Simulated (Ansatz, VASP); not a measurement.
**KSi2Sb3 in VASP and in Ansatz**

The input INCAR:

```
SYSTEM = KSi2Sb3
PREC = Accurate
ENCUT = 600
EDIFF = 1E-6
ISMEAR = 0
SIGMA = 0.1
LREAL = .FALSE.
LASPH = .TRUE.
NELM = 60
ALGO = Normal
ISIF = 3
LWAVE = .FALSE.
LCHARG = .FALSE.
GGA = PE
IBRION = 2
NSW = 90
EDIFFG = -0.04
```

Contents of KPOINTS:

```
Automatic mesh
0
G
  3 3 2
  0 0 0
```

POSCAR

```
KSi2Sb3
1.0
    6.3525724500      0.0000000000      0.0000000000
   -3.1762862300      5.5014891300      0.0000000000
    0.0000000000      0.0000000000     10.0978265800
K Si Sb
1 2 3
Direct
    0.0000000000      0.0000000000      0.0000000000
    0.3333333300      0.6666666700      0.5000000000
    0.6666666700      0.3333333300      0.5000000000
    0.0000000000      0.0000000000      0.5000000000
    0.3333333300      0.6666666700      0.0000000000
    0.6666666700      0.3333333300      0.0000000000
```

Input for Ansatz:

```yaml
crystal:
  lattice:
    - [6.35257245, 0.0, 0.0]
    - [-3.17628623, 5.50148913, 0.0]
    - [0.0, 0.0, 10.09782658]
  atoms:
    - { symbol: K, position: [0.0, 0.0, 0.0] }
    - { symbol: Si, position: [0.33333333, 0.66666667, 0.5] }
    - { symbol: Si, position: [0.66666667, 0.33333333, 0.5] }
    - { symbol: Sb, position: [0.0, 0.0, 0.5] }
    - { symbol: Sb, position: [0.33333333, 0.66666667, 0.0] }
    - { symbol: Sb, position: [0.66666667, 0.33333333, 0.0] }
basis:
  ecutwfc: 420
kpoints:
  mp_grid: { grid: [3, 3, 2] }
hamiltonian:
  xc: pbe
scf:
  occupations: { method: gaussian, width: 0.1 }
  lower_state_search: "off"
output:
  forces: true
  stress: true
  eigenvalues: true
relax:
  adjacent_minimum: "off"
  f_tol: 0.04
  max_steps: 70
  cell: { stress_tol: 0.4 }
```

Alike in both runs: task relaxation of cell and atoms; functional PBE; k mesh 3 × 3 × 2; occupations gaussian, width 0.1 eV; no spin polarisation.

|  | VASP | Ansatz |
| --- | --- | --- |
| version | VASP 6.6.1 | Ansatz 0.2.0 |
| potentials or method | VASP PAW PBE potentials, release 64 (K_sv, Si, Sb), cutoff 600 eV | scalar-relativistic, plane waves, PAW |
| valence electrons in the cell | 32 | 62 |

|  | VASP | Ansatz | Ansatz less VASP |
| --- | --- | --- | --- |
| gap on the k mesh at the Fermi level, each at its own relaxed structure (eV) | none | none | - |
| relaxed volume (Å³/atom) | 27.82 | 27.92 | +0.096 |
| relaxed cell length with the largest relative difference (Å) | 6.432 | 6.449 | +0.0165 |

A gap of «none» marks a metal or a gap that the smearing closes. VASP's potentials hold 32 valence electrons a cell and Ansatz's 62, so a difference there can come from the potentials and not from the codes.

The k mesh is coarse, so the values compare programs but aren't converged. Neither program's run includes spin-orbit coupling. Noted on VASP's run: the volume moved by over 15 % at a fixed basis, so the end points are rough.
